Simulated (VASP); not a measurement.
SiC (ae): relaxation of cell and atoms with PBE

SiC (ae):

```xyz
2
Lattice="0.0000 2.1986 2.1986 2.1986 0.0000 2.1986 2.1986 2.1986 0.0000" Properties=species:S:1:pos:R:3 pbc="T T T"
Si    0.0000    0.0000    0.0000
C     1.0993    1.0993    1.0993
```

```yaml
Program: VASP 6.6.1
Task: relaxation of cell and atoms
Functional: PBE
Potentials_or_basis: VASP PAW PBE potentials, release 64 (Si, C)
Cutoff: 600 eV
k_mesh: 10 × 10 × 10
Occupations: gaussian, width 0.02 eV
Spin: no spin polarisation
Dipole_correction: no
Further_INCAR_settings: ALGO = Normal; EDIFF = 1e-07; IBRION = 2; EDIFFG = -0.003; NSW = 50; ISIF = 3
```

```yaml
Relaxed_volume: 10.49 Å³/atom
Relaxed_cell: a = 3.096 Å, b = 3.096 Å, c = 3.096 Å, α = 60.00°, β = 60.00°, γ = 60.00°
Space_group_after_relaxing_to_0.05_Å: F-43m (No. 216)
Energy_gained_by_relaxing: 1.2 meV/atom
Ionic_steps: 3
Pressure_after_relaxing: 0.0 GPa
Band_gap_on_the_k_mesh: 1.37 eV, indirect (least direct gap 4.53 eV)
```

The path:
```
step  energy change (eV)  largest force (eV/Å)  pressure (GPa)  volume (Å³)
   1              0.0000                0.0000           -2.67        21.26
   2              0.0000                0.0000            2.79        20.72
   3             -0.0023                0.0000            0.00        20.98
```

Final structure:
```yaml
crystal:
  lattice:
    - [0.00000, 2.18919, 2.18919]
    - [2.18919, 0.00000, 2.18919]
    - [2.18919, 2.18919, 0.00000]
  atoms:
    - { symbol: Si, position: [0.00000, 0.00000, 0.00000] }
    - { symbol: C, position: [0.25000, 0.25000, 0.25000] }
```

Levels at points of the mesh, in eV from the valence-band top:
| k point | band 1 | band 2 | band 3 | band 4 | band 5 | band 6 | band 7 | band 8 |
| --- | --- | --- | --- | --- | --- | --- | --- | --- |
| (0.00, 0.00, 0.00) | -15.29 | 0.00 | 0.00 | 0.00 | 6.07 | 7.21 | 7.21 | 7.21 |
| (0.50, 0.00, 0.00) | -11.78 | -8.46 | -1.05 | -1.05 | 5.31 | 7.17 | 7.17 | 9.98 |
| (0.50, 0.50, 0.00) | -10.34 | -7.75 | -3.16 | -3.16 | 1.37 | 4.27 | 13.87 | 13.87 |

It took 28 s on 1 thread of Intel(R) Xeon(R) Platinum 8259CL CPU @ 2.50GHz (Skylake/Cascade Lake), with other jobs on the host, peak memory 0.15 GiB.

A k mesh can miss the band edges. A hybrid or GW would open this gap; PBE tends to underestimate it.
